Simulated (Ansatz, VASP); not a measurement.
**Two plane-wave programs on SnO**

```xyz
4
Lattice="3.8371 0.0000 0.0000 0.0000 3.8371 0.0000 0.0000 0.0000 4.7621" Properties=species:S:1:pos:R:3 pbc="T T T"
Sn    0.1083    2.0268    1.2666
Sn    2.0268    0.1083    3.7120
O     0.0000    0.0000    0.0000
O     1.9185    1.9185    0.0000
```

Change from the starting cell: all Sn atoms moved +0.188 Å, as atom 1 along Cartesian [1 1 1].

Alike in both runs: task single point; functional PBE; dispersion D3(BJ); k mesh 12 × 12 × 10; occupations gaussian, width 0.15 eV; no spin polarisation.

```csv
,VASP,Ansatz
version,VASP 6.6.1,Ansatz 0.2.0
potentials or method,"VASP PAW PBE potentials, release 64 (Sn_d, O), cutoff 520 eV","scalar-relativistic, plane waves, PAW"
valence electrons in the cell,40,40
```

```tsv
	VASP	Ansatz	Ansatz less VASP
gap on the k mesh at the Fermi level (eV)	none	none	-
pressure (GPa)	1.6	1.3	-0.22
traceless stress, the component that is largest in VASP (GPa)	0.66	0.64	-0.014
rms of the force components (eV/Å)	0.603	0.584	-0.0185
```

Atom by atom the forces differ by 0.035 eV/Å (rms over components). A gap of «none» marks a metal or a gap that the smearing closes.
